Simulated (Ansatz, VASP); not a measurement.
## One calculation of Ga4As3P, two programs

```
CELL_PARAMETERS angstrom
7.36758 -1.97876 0.03121
7.36758 1.97876 0.03121
-3.20869 0.00000 6.04908
ATOMIC_POSITIONS crystal
P 0.00006 0.00006 0.66612
As 0.74901 0.74901 0.08174
As 0.50027 0.50027 0.16792
As 0.25186 0.25186 0.58535
Ga 0.18327 0.18327 0.84901
Ga 0.93763 0.93763 0.27704
Ga 0.68748 0.68748 0.35484
Ga 0.44042 0.44042 0.76798
```

Alike in both runs: task single point; functional PBE; k mesh 6 × 6 × 4; occupations fermi-dirac, width 0.02 eV; no spin polarisation.

```csv
,VASP,Ansatz
version,VASP 6.6.1,Ansatz 0.2.0
potentials or method,"VASP PAW PBE potentials, release 64 (P, As, Ga_d)","plane waves, PAW"
plane-wave cutoff (eV),520,420
valence electrons in the cell,72,102
```

Ansatz gave:

```
gap on the k mesh at the Fermi level (eV) : 0.74
pressure (GPa)                            : 2.7
rms of the force components (eV/Å)        : 0.018
```

**Question.** Estimate VASP's values.

**Answer.** gap on the k mesh at the Fermi level (eV): 0.74; pressure (GPa): 2.8; rms of the force components (eV/Å): 0.024.

The functional is the same, so the differences come from potentials, cutoffs and numerics. VASP's potentials hold 72 valence electrons a cell and Ansatz's 102, so a difference there can come from the potentials and not from the codes.
